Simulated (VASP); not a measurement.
A run of VASP 6.6.1 is set up as follows.

INCAR

```
SYSTEM = P
PREC = Accurate
ENCUT = 600
EDIFF = 1E-7
ISMEAR = -1
SIGMA = 0.1
LREAL = .FALSE.
LASPH = .TRUE.
NELM = 60
ALGO = Normal
ISIF = 3
LWAVE = .FALSE.
LCHARG = .FALSE.
GGA = PE
IBRION = 2
NSW = 80
EDIFFG = -0.01
```

Contents of KPOINTS:

```
regular mesh
0
G
  10 10 10
  0 0 0
```

File POSCAR:

```
P
1.0
    0.0000000000      2.7391031705      2.7391031705
    2.7391031705      0.0000000000      2.7391031705
    2.7391031705      2.7391031705      0.0000000000
P
2
Direct
    0.1250000000      0.1250000000      0.1250000000
    0.8750000000      0.8750000000      0.8750000000
```

Potentials or basis: VASP PAW PBE potentials, release 64 (P).

Command:

```sh
$ cat potpaw_PBE.64/P/POTCAR > POTCAR
$ mpirun -np 1 vasp_std > vasp.out
```

Estimate the relaxed volume.

20.52 Å³/atom.

What does it give for the band gap on the k mesh?

Zero (band 5 reaches 6.93 eV, above the bottom of band 6 at 4.81 eV).

Predict the space group after relaxing (to 0.05 Å).

Fd-3m (No. 227).

Predict the relaxed cell.

a = 3.872 Å, b = 3.872 Å, c = 3.872 Å, α = 60.00°, β = 60.00°, γ = 60.00°.

Final structure:
```
P
1.0
     0.00000    2.73772    2.73772
     2.73772    0.00000    2.73772
     2.73772    2.73772    0.00000
P
2
Cartesian
  0.6844 0.6844 0.6844
  4.7910 4.7910 4.7910
```
